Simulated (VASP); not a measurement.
# Nb (P6_3/mmc) in VASP: relaxation of shape and atoms at fixed volume with r2SCAN

Aim: the relaxation of shape and atoms at fixed volume of Nb with r2SCAN.

All numbers are computed with VASP 6.6.1; they aren't measurements. Logs are shortened: lines on timing, memory, paths and dates and some standing lists are left out, and cuts for length are marked.

## Step 1: The cell of the first run

It takes space group P6_3/mmc (No. 194, hexagonal). Conventional cell: a = 2.859 Å, b = 2.859 Å, c = 5.243 Å, α = 90.00°, β = 90.00°, γ = 120.00°. Nb (site symmetry -6m2) has 12 Nb at 2.86 to 3.10 Å within 3.8 Å.

This isn't the form of Nb at room conditions, which is bcc.

## Step 2: Relaxation of shape and atoms at fixed volume, r2SCAN (18.55 Å³/atom)

Input file POSCAR:

```
Nb
1.0
    2.8585562217      0.0000000000      0.0000000000
   -1.4292781108      2.4755823061      0.0000000000
    0.0000000000      0.0000000000      5.2427076229
Nb
2
Direct
    0.3333333333      0.6666666667      0.7500000000
    0.6666666667      0.3333333333      0.2500000000
```

Input file INCAR.step1:

```
SYSTEM = Nb
PREC = Accurate
ENCUT = 550
ISMEAR = 0
SIGMA = 0.05
LREAL = .False.
LASPH = .True.
NELM = 120
GGA = PE
ALGO = Normal
EDIFF = 1E-5
LWAVE = .True.
LCHARG = .False.
GGA_COMPAT = .False.
IBRION = 2
ISIF = 3
EDIFFG = -0.005
NELMIN = 4
NSW = 100
```

Input file INCAR.step2:

```
SYSTEM = Nb
PREC = Accurate
ENCUT = 550
EDIFF = 1E-7
ISMEAR = 0
SIGMA = 0.05
LREAL = .False.
LASPH = .True.
NELM = 120
ALGO = Normal
ISIF = 4
LWAVE = .False.
LCHARG = .False.
METAGGA = R2SCAN
LMIXTAU = .True.
IBRION = 2
NSW = 60
EDIFFG = -0.01
ISTART = 1
GGA_COMPAT = .False.
NELMIN = 4
```

Input file KPOINTS:

```
Automatic mesh
0
Gamma
  16 16 8
  0 0 0
```

Potentials or basis: VASP PAW PBE potentials, release 64 (Nb_sv).

The run is started by

```bash
$ cat potpaw_PBE.64/Nb_sv/POTCAR > POTCAR
$ cp INCAR.step1 INCAR
$ mpirun -np 1 vasp_std > vasp.out
$ cp INCAR.step2 INCAR
$ mpirun -np 1 vasp_std > vasp.out
```

OUTCAR:

```text
SYSTEM = Nb
   PREC = Accurate
   ENCUT = 550
   EDIFF = 1E-7
   ISMEAR = 0
   LREAL = .False.
   LASPH = .True.
   NELM = 120
   ISIF = 4
   METAGGA = R2SCAN
   IBRION = 2
   NSW = 60
   EDIFFG = -0.01
   ISTART = 1
   NELMIN = 4

 ion  position               nearest neighbor table
   1  0.333  0.667  0.750-
   2  0.667  0.333  0.250-

  LATTYP: Found a hexagonal cell.
 ALAT       =     2.8585562217
 C/A-ratio  =     1.8340404093

  Lattice vectors:

 A1 = (   2.8585562217,   0.0000000000,   0.0000000000)
 A2 = (  -1.4292781108,   2.4755823061,   0.0000000000)
 A3 = (   0.0000000000,   0.0000000000,   5.2427076229)

Analysis of symmetry for initial positions (statically):
=====================================================================
 Subroutine PRICEL returns:
 Original cell was already a primitive cell.

 Routine SETGRP: Setting up the symmetry group for a
 hexagonal supercell.

 Subroutine GETGRP returns: Found 24 space group operations
 (whereof 12 operations were pure point group operations)
 out of a pool of 24 trial point group operations.

The static configuration has the point symmetry D_3d.
 The point group associated with its full space group is D_6h.

Analysis of symmetry for dynamics (positions and initial velocities):
=====================================================================
 Subroutine PRICEL returns:
 Original cell was already a primitive cell.

 Routine SETGRP: Setting up the symmetry group for a
 hexagonal supercell.

 Subroutine GETGRP returns: Found 24 space group operations
 (whereof 12 operations were pure point group operations)
 out of a pool of 24 trial point group operations.

The dynamic configuration has the point symmetry D_3d.
 The point group associated with its full space group is D_6h.

 Subroutine INISYM returns: Found 24 space group operations
 (whereof 12 operations are pure point group operations),
 and found     1 'primitive' translations

----------------------------------------------------------------------------------------

                                     Primitive cell

  volume of cell :      37.1005

  direct lattice vectors                    reciprocal lattice vectors
[... 78 lines left out ...]
   PREC   = accura    normal or accurate (medium, high low for compatibility)
   ISTART =      1    job   : 0-new  1-cont  2-samecut
   ICHARG =      0    charge: 1-file 2-atom 10-const
   ISPIN  =      1    spin polarized calculation?
   LNONCOLLINEAR =      F non collinear calculations
   LSORBIT =      F    spin-orbit coupling
   LASPH  =      T    aspherical Exc in radial PAW
   ENCUT  =  550.0 eV  40.42 Ry    6.36 a.u.   5.47  5.47 10.03*2*pi/ulx,y,z
   NELM   =    120;   NELMIN=  4; NELMDL=  0     # of ELM steps
   EDIFF  = 0.1E-06   stopping-criterion for ELM
   LREAL  =      F    real-space projection
   EDIFFG = -.1E-01   stopping-criterion for IOM
   NSW    =     60    number of steps for IOM
   IBRION =      2    ionic relax: 0-MD 1-quasi-New 2-CG
   NFREE  =      1    steps in history (QN), initial steepest desc. (CG)
   ISIF   =      4    stress and relaxation
   ISYM   =      2    0-nonsym 1-usesym 2-fastsym
   POTIM  = 0.5000    time-step for ionic-motion
   TEBEG  =    0.0;   TEEND  =   0.0 temperature during run
   PSTRESS=    0.0 pullay stress
   NELECT =      26.0000    total number of electrons
   NUPDOWN=      -1.0000    fix difference up-down
   EMIN   =  10.00;   EMAX   =-10.00  energy-range for DOS
   EFERMI =   0.00;   METHOD = LEGACY
   ISMEAR =     0;   SIGMA  =   0.05  broadening in eV -4-tet -1-fermi 0-gaus
   EFERMI_NEDOS =   21; number of points for ismear=-14 and -15
   IALGO  =     38    algorithm
   IMIX   =      4    mixing-type and parameters
     AMIX     =   0.40;   BMIX     =  1.00
     AMIX_MAG =   1.60;   BMIX_MAG =  1.00
  volume/ion in A,a.u.               =      18.55       125.18
  Fermi-wavevector in a.u.,A,eV,Ry     =   1.454139  2.747925 28.769809  2.114521
  Thomas-Fermi vector in A             =   2.571325
   LORBIT       =      0    0 simple, 1 ext, 2 COOP (PROOUT), +10 PAW based schemes
   METAGGA = R2SCAN    functional components
   LHFCALC =     F    Hartree Fock is set to
   AEXX    =    0.0000 exact exchange contribution
   IVDW    =     0    specifies the selected vdW correction
   LEPSILON=     F    determine dielectric tensor
   LRPA    =     F    only Hartree local field effects (RPA)
 conjugate gradient relaxation of ions
 non-spin polarized calculation
 Gauss-broadening in eV      SIGMA  =   0.05
  energy-cutoff  :      550.00
  volume of cell :       37.10
 maximum number of plane-waves:      1124
 NGX is ok and might be reduce to    24
   NGX = 11   NGY = 11   NGZ = 21

 number of electron      26.0000000 magnetization

 Free energy of the ion-electron system (eV)
  ---------------------------------------------------
  ext. energy  EPLUGINS =         0.00000000
  ---------------------------------------------------
  free energy    TOTEN  =       -49.06685558 eV

  energy without entropy =      -49.06333892  energy(sigma->0) =      -49.06509725

 E-fermi :  11.1247     XC(G=0): -13.4284

 val. band max:       11.1246880804   @ k =   0.0625  -0.0000   0.0000
 cond. band min:      11.1270930838   @ k =   0.0625   0.0625   0.1250
 fundamental gap:      0.0024050034
 Fermi energy:        11.1247176680

 k-point     1 :       0.0000    0.0000    0.0000
  band No.  band energies     occupation
      1     -45.4419      2.00000
      2     -45.3048      2.00000
      3     -21.2390      2.00000
      4     -20.2440      2.00000
      5     -19.9994      2.00000
      6     -19.9994      2.00000
[... 457 lines left out ...]
      4     -21.0269      2.00000
      5     -20.7734      2.00000
      6     -20.4697      2.00000
[... 9 lines left out ...]
     16      12.8941      0.00000
     17      15.1397      0.00000

 [... further k-points ...]
[... 5 lines left out ...]
  --------------------------------------------------------------------------------------
  -------------------------------------------------------------------------------------
  Total       -0.0320056     -0.0320056     -0.0504008     -0.0000000     -0.0000000     -0.0000000
  in kB       -1.3821560     -1.3821560     -2.1765473     -0.0000000     -0.0000000     -0.0000000
  external PRESSURE =      -1.6469531 kB  Pullay stress =       0.0000000 kB

 VOLUME and BASIS-vectors are now :
 -----------------------------------------------------------------------------
  energy-cutoff  :      550.00
  volume of cell :       37.10
      direct lattice vectors                 reciprocal lattice vectors
     2.858556222  0.000000000  0.000000000     0.349826948  0.201972683  0.000000000
    -1.429278111  2.475582306  0.000000000     0.000000000  0.403945366  0.000000000
     0.000000000  0.000000000  5.242707623     0.000000000  0.000000000  0.190741135

 POSITION                                       TOTAL-FORCE (eV/Angst)
 -----------------------------------------------------------------------------------
     -0.00000      1.65039      3.93203         0.000000     -0.000000      0.000000
      1.42928      0.82519      1.31068        -0.000000      0.000000      0.000000
 -----------------------------------------------------------------------------------
    total drift:                               -0.000000      0.000000     -0.000000

  FREE ENERGIE OF THE ION-ELECTRON SYSTEM (eV)
  ---------------------------------------------------
  free  energy   TOTEN  =       -49.0668555841 eV

  energy  without entropy=      -49.0633389223  energy(sigma->0) =      -49.06509725

 reached required accuracy - stopping structural energy minimisation
```

OSZICAR.step1:

```text
N       E                     dE             d eps       ncg     rms          rms(c)
DAV:   1     0.318575405634E+03    0.31858E+03   -0.15877E+04  5100   0.167E+03
DAV:   2     0.181283750409E+01   -0.31676E+03   -0.31317E+03  6219   0.643E+02
[... 151 lines left out ...]
  23 F= -.19845324E+02 E0= -.19843530E+02  d E =-.962606E-06
       N       E                     dE             d eps       ncg     rms          rms(c)
DAV:   1    -0.198455740741E+02   -0.25064E-03   -0.10464E-02  5609   0.142E+00    0.120E-01
DAV:   2    -0.198453493272E+02    0.22475E-03   -0.95811E-04  7048   0.389E-01    0.542E-02
DAV:   3    -0.198452888753E+02    0.60452E-04   -0.36971E-04  9424   0.185E-01    0.249E-02
DAV:   4    -0.198452929791E+02   -0.41038E-05   -0.34129E-05  5445   0.460E-02
  24 F= -.19845293E+02 E0= -.19843494E+02  d E =0.298675E-04
```

Run time: 23 min. Hardware: 1 thread of Oxide Virtual Turin-like, shared host; peak memory 0.2 GiB.

Results:

| Property | Result |
| --- | --- |
| Free energy | -49.0669 eV |
| Pressure after relaxing | -0.2 GPa |
| Band gap on the k mesh | zero (bands 13 and 14 overlap by 2.90 eV) |

Final structure:
```yaml
crystal:
  lattice:
    - [2.85856, 0.00000, 0.00000]
    - [-1.42928, 2.47558, 0.00000]
    - [0.00000, 0.00000, 5.24271]
  atoms:
    - { symbol: Nb, position: [0.33333, 0.66667, 0.75000] }
    - { symbol: Nb, position: [0.66667, 0.33333, 0.25000] }
```

Caveat: the PAW data sets were made with another functional, which shifts forces and pressure a little.
